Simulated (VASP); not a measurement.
# CO2 (CO2-III) (Cmce) in VASP: further runs, part 2 of 2

VASP 6.6.1. Earlier steps stand in the parts before.

### Step 3. Relaxation of cell and atoms, PBE+D3(BJ), target pressure 30 GPa, at which the enthalpy is minimised

This run uses another cell than the first one, of 9.04 Å³/atom, 1.090 times its volume.

File INCAR:

```
SYSTEM = CO2
PREC = Accurate
ENCUT = 600
EDIFF = 1E-7
ISMEAR = 0
SIGMA = 0.01
LREAL = .False.
LASPH = .True.
NELM = 100
ALGO = Normal
ISIF = 3
LWAVE = .False.
LCHARG = .False.
GGA = PE
IVDW = 12
IBRION = 2
NSW = 80
EDIFFG = -0.003
PSTRESS = 300.0
```

File KPOINTS:

```
regular mesh
0
Gamma
  6 6 5
  0 0 0
```

File POSCAR:

```
CO2
1.0
    2.2392860077     -2.0719090185      0.0000000000
    2.2392860077      2.0719090185      0.0000000000
    0.0000000000      0.0000000000      5.8440881804
C O
2 4
Direct
    0.0000000000      0.0000000000      0.0000000000
    0.5000000000      0.5000000000      0.5000000000
    0.7764441487      0.2235558513      0.1193305359
    0.2235558513      0.7764441487      0.8806694641
    0.7235558513      0.2764441487      0.6193305359
    0.2764441487      0.7235558513      0.3806694641
```

Potentials or basis: VASP PAW PBE potentials, release 64 (C, O).

On the command line:

```bash
$ cat potpaw_PBE.64/C/POTCAR potpaw_PBE.64/O/POTCAR > POTCAR
$ mpirun -np 1 vasp_std > vasp.out
```

OUTCAR:

```text
SYSTEM = CO2
   PREC = Accurate
   ENCUT = 600
   EDIFF = 1E-7
   ISMEAR = 0
   LREAL = .False.
   LASPH = .True.
   NELM = 100
   ISIF = 3
   GGA = PE
   IVDW = 12
   IBRION = 2
   NSW = 80
   EDIFFG = -0.003
   PSTRESS = 300.0
 IVDW          = 12

 ion  position               nearest neighbor table
   1  0.000  0.000  0.000-   3 1.16   4 1.16
   2  0.500  0.500  0.500-   5 1.16   6 1.16
   3  0.776  0.224  0.119-   1 1.16
   4  0.224  0.776  0.881-   1 1.16
   5  0.724  0.276  0.619-   2 1.16
   6  0.276  0.724  0.381-   2 1.16

  LATTYP: Found a base centered orthorhombic cell.
 ALAT       =     4.1438180370
 B/A-ratio  =     1.0807839474
 C/A-ratio  =     1.4103148662

  Lattice vectors:

 A1 = (  -2.2392860077,  -2.0719090185,   0.0000000000)
 A2 = (   2.2392860077,  -2.0719090185,   0.0000000000)
 A3 = (   0.0000000000,   0.0000000000,   5.8440881804)

Analysis of symmetry for initial positions (statically):
=====================================================================
 Subroutine PRICEL returns:
 Original cell was already a primitive cell.

 Routine SETGRP: Setting up the symmetry group for a
 base centered orthorhombic supercell.

 Subroutine GETGRP returns: Found  8 space group operations
 (whereof  4 operations were pure point group operations)
 out of a pool of  8 trial point group operations.

The static configuration has the point symmetry C_2h.
 The point group associated with its full space group is D_2h.

Analysis of symmetry for dynamics (positions and initial velocities):
[... 174 lines left out ...]

 E8    (eV) :    -0.1904
[... 83 lines left out ...]
--------------------------------------- Ionic step        3  -------------------------------------------

 number of electron      31.9999987 magnetization

 E-fermi :   1.3644     XC(G=0): -10.8661

 val. band max:        1.3194931832   @ k =   0.5000   0.5000   0.0000
 cond. band min:       6.1961449977   @ k =   0.0000   0.0000   0.0000
 fundamental gap:      4.8766518145
 Fermi energy:         1.3643951200

 k-point     1 :       0.0000    0.0000    0.0000
  band No.  band energies     occupation
      1     -21.1609      2.00000
      2     -20.3201      2.00000
      3     -19.2035      2.00000
      4     -18.6944      2.00000
      5      -6.0043      2.00000
      6      -4.7467      2.00000
[... 584 lines left out ...]
  energy  without entropy=      -44.6408026171  energy(sigma->0) =      -44.64080262

  enthalpy is  TOTEN    =       -35.1361001148 eV   P V=        9.5047025024

[... ionic steps 4 to 21 ...]

--------------------------------------- Ionic step       22  -------------------------------------------

 number of electron      31.9999984 magnetization

------------------------ aborting loop because EDIFF is reached ----------------------------------------
[... 87 lines left out ...]
--------------------------------------- Ionic step       24  -------------------------------------------

 number of electron      31.9999984 magnetization

 Free energy of the ion-electron system (eV)
  ---------------------------------------------------
  ext. energy  EPLUGINS =         0.00000000
  ---------------------------------------------------
  free energy    TOTEN  =       -43.65038551 eV

  energy without entropy =      -43.65038551  energy(sigma->0) =      -43.65038551

 E-fermi :   1.5868     XC(G=0): -10.9908

 val. band max:        1.5347656919   @ k =   0.5000   0.5000   0.0000
 cond. band min:       6.4940858440   @ k =   0.0000   0.0000   0.0000
 fundamental gap:      4.9593201521
 Fermi energy:         1.5867508270

 k-point     1 :       0.0000    0.0000    0.0000
  band No.  band energies     occupation
      1     -21.1381      2.00000
      2     -20.2761      2.00000
      3     -19.1325      2.00000
      4     -18.6064      2.00000
      5      -5.9352      2.00000
      6      -4.5404      2.00000
[... 584 lines left out ...]
  energy  without entropy=      -44.4437957006  energy(sigma->0) =      -44.44379570

  enthalpy is  TOTEN    =       -35.1695438937 eV   P V=        9.2742518069

 reached required accuracy - stopping structural energy minimisation
```

Wall time 3.9 min (1 thread of AMD EPYC 9R45 (Zen 5), shared host); peak memory 0.18 GiB.

What came out:

```
Free energy                                            : -44.4438 eV
Relaxed volume                                         : 8.25 Å³/atom
Relaxed cell                                           : a = 2.953 Å, b = 2.953 Å, c = 5.694 Å, α = 90.00°, β = 90.00°, γ = 86.13°
Space group after relaxing (to 0.05 Å)                 : Cmce (No. 64)
Energy change on relaxing (the enthalpy is what falls) : +117.5 meV/atom
Ionic steps                                            : 24
Pressure after relaxing                                : 30.0 GPa
Band gap on the k mesh                                 : 4.96 eV, indirect (least direct gap 6.31 eV)
Dispersion energy per atom                             : -0.132 eV
```

The path:
```csv
step,energy change (eV),largest force (eV/Å),pressure (GPa),volume (Å³)
1,0.0000,0.6646,22.21,54.23
2,0.4914,0.9816,22.16,50.85
3,0.5080,1.0247,22.18,50.76
4,0.8894,0.7169,35.90,48.64
5,0.7119,0.0337,30.00,49.50
6,0.7166,0.0263,30.16,49.47
7,0.7149,0.0250,30.16,49.48
8,0.7101,0.0290,30.16,49.51
9,0.7005,0.0558,30.16,49.56
10,0.6981,0.0222,29.97,49.57
11,0.6962,0.0094,29.81,49.58
12,0.6965,0.0106,29.81,49.58
13,0.6976,0.0155,29.80,49.57
14,0.6999,0.0269,29.78,49.56
15,0.7049,0.0412,30.16,49.53
16,0.7025,0.0096,29.98,49.54
17,0.7037,0.0086,30.00,49.54
18,0.7070,0.0062,30.04,49.52
19,0.7138,0.0016,30.12,49.48
20,0.7088,0.0050,30.06,49.51
21,0.7074,0.0196,29.93,49.52
22,0.7083,0.0046,30.01,49.51
23,0.7075,0.0036,30.00,49.52
24,0.7050,0.0011,29.98,49.53
```

Final structure:
```
C O
1.0
     2.15723   -2.01617    0.00000
     2.15723    2.01617    0.00000
     0.00000    0.00000    5.69399
C O
2 4
Direct
  0.00000 0.00000 0.00000
  0.50000 0.50000 0.50000
  0.76895 0.23105 0.12203
  0.23105 0.76895 0.87797
  0.73105 0.26895 0.62203
  0.26895 0.73105 0.37797
```

Caveat: the cell is relaxed towards a set pressure, so the enthalpy falls and the energy may rise. A hybrid or GW would open this gap; PBE tends to underestimate it.
